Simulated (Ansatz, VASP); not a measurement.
## ZnS: VASP beside Ansatz

```xyz
2
Lattice="0.0000 2.5310 2.5310 2.5310 0.0000 2.5310 2.5310 2.5310 0.0000" Properties=species:S:1:pos:R:3 pbc="T T T"
Zn    0.0000    0.0000    0.0000
S     2.5310    2.5310    2.5310
```

Alike in both runs: task single point; functional PBE-based screened hybrid; k mesh 4 × 4 × 4; occupations fermi-dirac, width 0.02 eV; no spin polarisation.

```csv
,VASP,Ansatz
version,VASP 6.6.1,Ansatz 0.2.0
potentials or method,"VASP PAW PBE potentials, release 64 (Zn, S)",plane waves
plane-wave cutoff (eV),520,420
valence electrons in the cell,18,18
```

```tsv
	VASP	Ansatz	Ansatz less VASP
pressure (GPa)	2.8	2.7	-0.10
```

VASP's potentials were made for PBE, not for PBE-based screened hybrid. Ansatz's warnings: filled band counts differ across k points, stress exchange threshold loose, stress scf threshold loose.

The k mesh is coarse, so the values compare programs but aren't converged.
